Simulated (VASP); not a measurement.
The system is CaO.

```
CELL_PARAMETERS angstrom
3.31994 0.00000 0.00000
-1.65997 2.87515 0.00000
0.00000 0.00000 5.81431
ATOMIC_POSITIONS crystal
Ca 0.00000 0.00000 0.00000
Ca 0.00000 0.00000 0.50000
O 0.33333 0.66667 0.25000
O 0.66667 0.33333 0.75000
```

Base run:

| Property | Result |
| --- | --- |
| Program | VASP 6.6.1 |
| Functional | PBE |
| Potentials or basis | VASP PAW PBE potentials, release 64 (Ca_sv, O) |
| Cutoff | 520 eV |
| k mesh | 9 × 9 × 4 |
| Occupations | gaussian, width 0.01 eV |
| Spin | no spin polarisation |

Its results: band gap on the k mesh 3.83 eV; pressure 3.3 GPa.

The run is repeated on the same cell with these changes: functional from PBE to r2SCAN; further incar settings from ALGO = Normal; EDIFF = 1e-07; NBANDS = 24 to ALGO = Normal; EDIFF = 1e-06; NBANDS = 24. What comes out?

Band gap on the k mesh 4.40 eV; pressure 1.0 GPa.

Caveats: an odd mesh through Γ misses points on the zone boundary, where band edges can lie; the cell stands under pressure (at least some runs); the PAW data sets were made with another functional, which shifts forces and pressure a little (at least some runs).
